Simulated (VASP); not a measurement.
Crystal: In.

```
In
1.0
     5.93588    0.00000    0.00000
     0.00000    5.93588    0.00000
     0.00000    0.00000    5.93588
In
8
Direct
  0.00000 0.00000 0.00000
  0.50000 0.50000 0.50000
  0.25000 0.00000 0.50000
  0.75000 0.00000 0.50000
  0.50000 0.25000 0.00000
  0.50000 0.75000 0.00000
  0.00000 0.50000 0.25000
  0.00000 0.50000 0.75000
```

| Property | Result |
| --- | --- |
| Program | VASP 6.6.1 |
| Task | relaxation of cell and atoms |
| Functional | BLYP |
| Potentials or basis | VASP PAW PBE potentials, release 64 (In_d) |
| Cutoff | 600 eV |
| k mesh | 5 × 5 × 5 |
| Occupations | fermi-dirac, width 0.1 eV |
| Spin | no spin polarisation |

At the start: pressure 7.4 GPa; volume 26.14 Å³/atom.

Where does the relaxation end?

Over 4 steps the energy falls by 108.0 meV/atom and the volume is 31.88 Å³/atom (+21.9 %); space group Pm-3n (No. 223, to 0.1 Å) before and after.

The path:
```tsv
step	energy change (eV)	largest force (eV/Å)	pressure (GPa)	volume (Å³)
1	0.0000	0.0000	7.40	209.15
2	-0.8490	0.0000	0.68	247.85
3	-0.8630	0.0000	-0.14	256.51
4	-0.8636	0.0000	-0.01	255.00
```

Final structure:
```cif
data_structure
_symmetry_space_group_name_H-M 'P 1'
_symmetry_Int_Tables_number 1
_cell_length_a 6.3413
_cell_length_b 6.3413
_cell_length_c 6.3413
_cell_angle_alpha 90.000
_cell_angle_beta 90.000
_cell_angle_gamma 90.000
_cell_volume 255.00
loop_
_atom_site_label
_atom_site_type_symbol
_atom_site_fract_x
_atom_site_fract_y
_atom_site_fract_z
_atom_site_occupancy
In1 In 0.00000 0.00000 0.00000 1
In2 In 0.50000 0.50000 0.50000 1
In3 In 0.25000 0.00000 0.50000 1
In4 In 0.75000 0.00000 0.50000 1
In5 In 0.50000 0.25000 0.00000 1
In6 In 0.50000 0.75000 0.00000 1
In7 In 0.00000 0.50000 0.25000 1
In8 In 0.00000 0.50000 0.75000 1
```

Caveat: the volume moved by over 15 % at a fixed basis, so the end points are rough; the PAW data sets were made with another functional, which shifts forces and pressure a little.
